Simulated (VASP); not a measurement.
Write the native input for VASP 6.6.1 that does the following.

```yaml
Task: single point
Functional: r2SCAN
Potentials_or_basis: VASP PAW PBE potentials, release 64 (Cd, F)
Cutoff: 520 eV
k_mesh: 8 × 8 × 8
Occupations: gaussian, width 0.05 eV
Spin: no spin polarisation
Dipole_correction: no
Further_INCAR_settings: ALGO = Normal; EDIFF = 1e-07; NBANDS = 20
```

CdF2:

```xyz
3
Lattice="0.0000 2.6940 2.6940 2.6940 0.0000 2.6940 2.6940 2.6940 0.0000" Properties=species:S:1:pos:R:3 pbc="T T T"
Cd    0.0000    0.0000    0.0000
F     1.3470    1.3470    1.3470
F     4.0410    4.0410    4.0410
```

The input as run:

POSCAR

```
CdF2
1.0
    0.0000000000      2.6940000000      2.6940000000
    2.6940000000      0.0000000000      2.6940000000
    2.6940000000      2.6940000000      0.0000000000
Cd F
1 2
Direct
    0.0000000000      0.0000000000      0.0000000000
    0.2500000000      0.2500000000      0.2500000000
    0.7500000000      0.7500000000      0.7500000000
```

INCAR.step1

```
  PREC = Accurate
  ENCUT = 520
  ISMEAR = 0
  SIGMA = 0.05
  LREAL = False
  LASPH = True
  NELM = 60
  NBANDS = 20
  GGA = PE
  ALGO = Normal
  EDIFF = 1E-4
  LWAVE = True
  LCHARG = False
```

INCAR.step2

```
  PREC = Accurate
  ENCUT = 520
  EDIFF = 1E-7
  ISMEAR = 0
  SIGMA = 0.05
  LREAL = False
  LASPH = True
  NELM = 60
  ALGO = Normal
  ISIF = 2
  LWAVE = False
  LCHARG = False
  METAGGA = R2SCAN
  LMIXTAU = True
  NBANDS = 20
  ISTART = 1
```

KPOINTS

```
Automatic mesh
0
Gamma
  8 8 8
```

Potentials or basis: VASP PAW PBE potentials, release 64 (Cd, F).

Run with:

```sh
$ cat potpaw_PBE.64/Cd/POTCAR potpaw_PBE.64/F/POTCAR > POTCAR
$ cp INCAR.step1 INCAR
$ mpirun -np 1 vasp_std > vasp.out
$ cp INCAR.step2 INCAR
$ mpirun -np 1 vasp_std > vasp.out
```

Results of the run:

| Property | Result |
| --- | --- |
| Pressure | 1.0 GPa |
| Band gap on the k mesh | 3.75 eV, indirect (least direct gap 4.25 eV) |

Caveat: the PAW data sets were made with another functional, which shifts forces and pressure a little.

It took 100 s on 1 thread of AMD EPYC 7R43 64-Core Processor (Zen 3), on a shared host, peak memory 0.14 GiB.
